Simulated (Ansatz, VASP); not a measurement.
# Sn: VASP beside Ansatz

```
CELL_PARAMETERS angstrom
-2.02919 2.02919 1.66076
2.02919 -2.02919 1.66076
2.02919 2.02919 -1.66076
ATOMIC_POSITIONS crystal
Sn 0.00000 0.00000 0.00000
```

Alike in both runs: functional PBEsol; k mesh 9 × 9 × 9; occupations fermi-dirac, width 0.05 eV; no spin polarisation.

|  | VASP | Ansatz |
| --- | --- | --- |
| version | VASP 6.6.1 | Ansatz 0.2.0 |
| potentials or method | VASP PAW PBE potentials, release 64 (Sn_d) | Ansatz PAW |
| plane-wave cutoff (eV) | 520 | 420 |
| valence electrons in the cell | 14 | 14 |
| task | single point | band structure |

|  | VASP | Ansatz | Ansatz less VASP |
| --- | --- | --- | --- |
| gap on the k mesh at the Fermi level (eV) | none | none | - |
| pressure (GPa) | -1.7 | -1.7 | +0.01 |
| traceless stress, the component that is largest in VASP (GPa) | 1.70 | 1.70 | 0.000 |

VASP's potentials were made for PBE, not for PBEsol. A gap of «none» marks a metal or a gap that the smearing closes.
